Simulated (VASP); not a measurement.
Wanted: the native input for a VASP 6.6.1 run.

- Task: single point
- Functional: PBE
- Potentials or basis: VASP PAW PBE potentials, release 64 (Mo_sv)
- Cutoff: 520 eV
- k mesh: 20 × 20 × 20
- Occupations: gaussian, width 0.15 eV
- Spin: no spin polarisation
- Dipole correction: no
- Further INCAR settings: ALGO = Fast; EDIFF = 1e-06; NBANDS = 13

The structure of Mo lies in POSCAR:

```
Mo
1.0
    0.0000000000      2.0150000000      2.0956000000
    2.0150000000      0.0000000000      2.0956000000
    2.0150000000      2.0150000000      0.0000000000
Mo
1
Direct
    0.0000000000      0.0000000000      0.0000000000
```

This cell differs from its parent crystal: strain +0.0400 x Voigt [0, 0, 1, 0, 0, 0].

One way to write it, as run:

INCAR

```
ALGO = Fast
EDIFF = 1E-6
ENCUT = 520
GGA = PE
ISIF = 2
ISMEAR = 0
LASPH = T
LCHARG = F
LREAL = F
LWAVE = F
NBANDS = 13
NELM = 60
PREC = Accurate
SIGMA = 0.15
```

KPOINTS

```
k-points
0
Gamma
  20 20 20
```

Potentials or basis: VASP PAW PBE potentials, release 64 (Mo_sv).

Launch:

```console
$ cat potpaw_PBE.64/Mo_sv/POTCAR > POTCAR
$ mpirun -np 1 vasp_std > vasp.out
```

It gave:

* Pressure: -12.2 GPa
* Band gap on the k mesh: zero (band 7 reaches 14.49 eV, above the bottom of band 8 at 10.39 eV)

Caveat: the cell differs from its parent crystal (strain +0.0400 x Voigt [0, 0, 1, 0, 0, 0]).

It took 82 s on 1 thread of Intel(R) Xeon(R) 6975P-C (Granite Rapids), with other jobs on the host, peak memory 0.24 GiB.
